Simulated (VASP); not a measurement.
Here is a VASP 6.6.1 calculation.

Contents of INCAR:

```
SYSTEM = Zn
ALGO     = Normal         ! electronic algorithm
EDIFF    = 1E-7           ! SCF threshold, eV
EDIFFG   = -0.005         ! ionic threshold
ENCUT    = 500            ! plane-wave cutoff, eV
GGA_COMPAT= .FALSE.      
IBRION   = 2              ! ionic algorithm
ISIF     = 3              ! what is computed and relaxed
ISMEAR   = -1             ! smearing method
LASPH    = .TRUE.         ! aspherical terms in the spheres
LCHARG   = .FALSE.        ! write CHGCAR
LREAL    = .FALSE.        ! projectors in reciprocal space
LWAVE    = .FALSE.        ! write WAVECAR
NELM     = 120            ! most SCF steps
NELMIN   = 4            
NSW      = 60             ! ionic steps
PREC     = Accurate       ! precision mode
SIGMA    = 0.1            ! smearing width, eV
```

Contents of KPOINTS:

```
k-points
0
G
  15 15 15
  0 0 0
```

File POSCAR:

```
Zn
1.0
    2.4463491369      0.0000000000      0.0000000000
    0.0000000000      2.4463491369      0.0000000000
    0.0000000000      0.0000000000      2.4463491369
Zn
1
Direct
    0.0000000000      0.0000000000      0.0000000000
```

Potentials or basis: VASP PAW LDA potentials, release 64 (Zn).

Run with:

```console
$ cat potpaw_LDA.64/Zn/POTCAR > POTCAR
$ mpirun -np 1 vasp_std > vasp.out
```

**Question.** Predict the band gap on the k mesh.

**Answer.** Zero (band 6 reaches 7.43 eV, above the bottom of band 7 at 0.10 eV).

**Question.** What does it give for the relaxed cell?

**Answer.** a = 2.528 Å, b = 2.528 Å, c = 2.528 Å, α = 90.00°, β = 90.00°, γ = 90.00°.

**Question.** What does it give for the space group after relaxing (to 0.05 Å)?

**Answer.** Pm-3m (No. 221).

**Question.** Estimate the relaxed volume.

**Answer.** 16.16 Å³/atom.

The path:
```csv
step,energy change (eV),largest force (eV/Å),pressure (GPa),volume (Å³)
1,0.0000,0.0000,8.97,14.64
2,-0.0377,0.0000,-1.19,16.45
3,-0.0388,0.0000,0.04,16.16
```
